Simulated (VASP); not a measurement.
A run of VASP 6.6.1:

File INCAR:

```
PREC = Accurate
ENCUT = 520
EDIFF = 1E-7
ISMEAR = 0
SIGMA = 0.15
LREAL = False
LASPH = True
NELM = 60
ALGO = Fast
ISIF = 2
LWAVE = False
LCHARG = True
GGA = PS
LELF = True
LVHAR = True
NBANDS = 22
```

The input KPOINTS:

```
regular mesh
0
Gamma
  12 12 4
```

File POSCAR:

```
Bi
1.0
    4.5390002997      0.0000000000      0.0000000000
   -2.2695001499      4.0488162543      0.0000000000
    0.0000000000      0.0000000000     11.8290000000
Bi
2
Direct
    0.3333333333      0.6666666667      0.2500000000
    0.6666666667      0.3333333333      0.7500000000
```

Potentials or basis: VASP PAW PBE potentials, release 64 (Bi_d).

Run with:

```console
$ cat potpaw_PBE.64/Bi_d/POTCAR > POTCAR
$ mpirun -np 1 vasp_std > vasp.out
```

Hardware: 1 thread of Intel(R) Xeon(R) 6975P-C (Granite Rapids), with other jobs on the host.

Problem. Estimate the wall time of this run.

Solution. Run time: 6.2 min on 1 thread of Intel(R) Xeon(R) 6975P-C (Granite Rapids), on a shared host, peak memory 0.66 GiB. Counts: scf iterations 16, k points 129.
